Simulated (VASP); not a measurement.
Set up this calculation in VASP 6.6.1, as the native input.

- Task: single point
- Functional: PBE
- Potentials or basis: VASP PAW PBE potentials, release 64 (Si, O)
- Cutoff: 520 eV
- k mesh: 1 × 1 × 2
- Occupations: fermi-dirac, width 0.05 eV
- Spin: collinear spin
- Starting moments: [0.0, 0.0, 0.0, 0.0, 0.0, 0.0, 0.0, 0.0, 0.0, 0.0, 0.0, 0.0, 0.0, 0.0, 0.0, 0.0, 0.0, 0.0, 0.0, 0.0, 0.0, 0.0, 0.0, 0.0, 1.75] μB
- Dipole correction: no
- Further INCAR settings: LREAL = Auto; ALGO = Normal; EDIFF = 1e-06; NBANDS = 89

The structure of Si8O17 (a cell with a defect) lies in POSCAR:

```
Si8O17
1.0
   -6.8513000000      0.0000000000      0.0000000000
    0.0000000000     -7.3761000000      0.0000000000
   -1.3854290000      0.0000000000      6.5638830000
Si O
8 17
Direct
    0.4702115530      0.5092935291      0.2359121880
    0.5116765220      0.4981494286      0.7566253085
    0.2048100901      0.6390775613      0.5635688509
    0.8182215832      0.6089125690      0.4266681780
    0.9820605698     -0.0107238242      0.2241965617
   -0.0073507918     -0.0194953973      0.7540353781
    0.6848519900      0.1269098846      0.5634165021
    0.2809924627      0.1512181234      0.4183804007
    0.0156484364      0.5482300945      0.5082814547
   -0.0261690305      0.0220712843     -0.0067185841
    0.8910903350      0.7932782907      0.2999596428
    0.1675140803      0.8209758544      0.7084526034
    0.8582278192      0.1526823118      0.3601222021
    0.1140428287      0.1510554358      0.6256967103
    0.2780402351      0.5013353940      0.7245863462
    0.6893332490      0.4933772590      0.2980095776
    0.4910398139      0.0832011497      0.4886132187
    0.5008948983      0.5531242798     -0.0035954328
    0.3440363766      0.3433521780      0.3130464087
    0.6222458938      0.2875096596      0.7309697629
    0.3587145046      0.6827998536      0.3600612625
    0.6599617126      0.6458426540      0.6282561709
    0.7772619803      0.9740513279      0.6973616075
    0.2109012370      1.0295549138      0.2498521074
    0.9499122705      0.5164111116      0.9399009702
```

The input as run:

INCAR

```
ALGO = Normal
EDIFF = 1E-6
ENCUT = 520
GGA = PE
ISIF = 2
ISMEAR = -1
ISPIN = 2
LASPH = T
LCHARG = T
LELF = T
LORBIT = 11
LREAL = Auto
LVHAR = T
LWAVE = F
MAGMOM = 0 0 0 0 0 0 0 0 0 0 0 0 0 0 0 0 0 0 0 0 0 0 0 0 1.75
NBANDS = 89
NELM = 150
PREC = Accurate
SIGMA = 0.05
```

KPOINTS

```
k-points
0
Gamma
  1 1 2
```

Potentials or basis: VASP PAW PBE potentials, release 64 (Si, O).

The run is started by

```console
$ cat potpaw_PBE.64/Si/POTCAR potpaw_PBE.64/O/POTCAR > POTCAR
$ mpirun -np 1 vasp_std > vasp.out
```

Results of the run:

| Property | Result |
| --- | --- |
| Pressure | 7.9 GPa |
| Largest force | 4.278 eV/Å |
| Band gap on the k mesh | 0.99 eV |
| Net moment | 2.00 μB per cell |
| Site moments | Si -0.00, +0.00 (each value once); O +0.00, +0.01, +0.04, +0.02, +1.48 (each value once) μB |
| Valence electrons inside the program's atomic spheres | Si 1.70, 1.57, 1.72, 1.68, 1.65, 1.63, 1.64 (each value once); O 5.28, 5.25, 5.20, 5.24, 5.19, 5.27, 5.33, 5.17, 5.26, 4.58 (each value once) |

Caveat: the k points lie up to 0.94 Å⁻¹ apart, too coarse for converged energies, forces and pressures.

It took 4.7 min on 1 thread of AMD EPYC 9R45 96-Core Processor (Zen 5), on a shared host, peak memory 0.48 GiB.
